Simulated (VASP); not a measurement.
Runs of VASP 6.6.1 on Be. The structure is that of space group Fd-3m (No. 227), or close to it. The cells are those of the table. This isn't the form of Be at room conditions, which is hcp.

```tsv
cell	k mesh	gap on the mesh (eV)	pressure (GPa)
a = 3.495 Å, angles 60.0°, 2 atoms	18 × 18 × 18	none	0.0
a = 3.448 Å, angles 60.0°, 2 atoms	12 × 12 × 12	none	1.8
a = 3.586 Å, angles 60.0°, 2 atoms	12 × 12 × 12	none	(b)
a = 3.630 Å, angles 60.0°, 2 atoms	12 × 12 × 12	none	(a)
a = 3.349 Å, angles 60.0°, 2 atoms	12 × 12 × 12	none	6.6
a = 3.399 Å, angles 60.0°, 2 atoms	12 × 12 × 12	none	4.0
a = 3.541 Å, angles 60.0°, 2 atoms	12 × 12 × 12	none	-1.5
a = 3.495 Å, angles 60.0°, 2 atoms	12 × 12 × 12	none	0.0
```

Alike in all rows: task single point; level RPBE; potentials or basis VASP PAW PBE potentials, release 64 (Be); no spin polarisation; cutoff (eV) 520; smearing fermi-dirac 0.1 eV.

Task: Estimate the missing entries.

Result: (a) -3.9; (b) -2.8.

Caveats: the PAW data sets were made with another functional, which shifts forces and pressure a little; the cell stands under pressure (at least some runs); the cell stands under tension (at least some runs).

A gap of «none» marks levels without a gap at the run's occupations.
